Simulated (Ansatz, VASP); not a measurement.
## Ca in VASP and in Ansatz

```
CELL_PARAMETERS angstrom
-2.03359 2.10173 2.44535
2.03359 -2.10173 2.44535
2.03359 2.10173 -2.44535
ATOMIC_POSITIONS crystal
Ca 0.50000 0.50000 0.00000
```

Change from the starting cell: strain -0.0300 x Voigt [1, 0, 0, 0, 0, 0], atoms carried along.

Alike in both runs: task single point; functional LDA; k mesh 16 × 16 × 16; occupations gaussian, width 0.15 eV; no spin polarisation.

|  | VASP | Ansatz |
| --- | --- | --- |
| version | VASP 6.6.1 | Ansatz 0.2.0 |
| potentials or method | VASP PAW LDA potentials, release 64 (Ca_sv), cutoff 520 eV | scalar-relativistic, plane waves, PAW |
| valence electrons in the cell | 10 | 10 |

```csv
,VASP,Ansatz,Ansatz less VASP
gap on the k mesh at the Fermi level (eV),none,none,-
pressure (GPa),-1.6,-1.6,-0.01
"traceless stress, the component that is largest in VASP (GPa)",-0.28,-0.28,-0.002
```

LDA's correlation is that of Perdew and Zunger in VASP and of Perdew and Wang (1992) in Ansatz. A gap of «none» marks a metal or a gap that the smearing closes.
